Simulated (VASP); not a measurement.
Runs of VASP 6.6.1 on GaN. The structure is that of space group Fm-3m (No. 225), or close to it. The cells are those of the table. 

```csv
cell,gap on the mesh (eV),pressure (GPa)
"a = 3.043, b = 3.043, c = 2.974 Å, angles 60.7, 60.7, 58.5°, 2 atoms",0.06,-11.7
"a = 3.065, b = 3.065, c = 3.110 Å, angles 59.5, 59.5, 61.0°, 2 atoms",none,-21.8
"a = 3.065, b = 3.065, c = 3.020 Å, angles 60.5, 60.5, 59.0°, 2 atoms",none,-17.3
"a = 2.975, b = 2.975, c = 2.929 Å, angles 60.5, 60.5, 59.0°, 2 atoms",0.46,1.1
"a = 3.042, b = 3.042, c = 3.020 Å, angles 60.2, 60.2, 59.5°, 2 atoms",0.07,(c)
"a = 2.952, b = 2.952, c = 2.974 Å, angles 59.7, 59.7, 60.5°, 2 atoms",0.48,0.8
"a = 2.975, b = 2.975, c = 3.020 Å, angles 59.5, 59.5, 61.0°, 2 atoms",(b),-6.0
"a = 3.110 Å, angles 60.0°, 2 atoms",none,-25.8
"a = 2.952, b = 2.952, c = 2.929 Å, angles 60.3, 60.3, 59.5°, 2 atoms",(a),(d)
"a = 2.997, b = 2.997, c = 3.020 Å, angles 59.8, 59.8, 60.5°, 2 atoms",0.21,-9.5
```

Alike in all rows: task single point; level LDA; potentials or basis VASP PAW LDA potentials, release 64 (Ga_d, N); no spin polarisation; k mesh 14 × 14 × 14; cutoff (eV) 520; smearing gaussian 0.03 eV.

Q: Estimate the missing entries.

A: (a) 0.62; (b) 0.20; (c) -15.2; (d) 4.9.

Caveats: the cell stands under tension (at least some runs); semilocal functionals underestimate gaps, so a narrow gap can read as zero (at least some runs); the cell stands under pressure (at least some runs).

A k mesh can miss the band edges, and the runs leave out spin-orbit coupling on Ga.

A gap of «none» marks levels without a gap at the run's occupations.
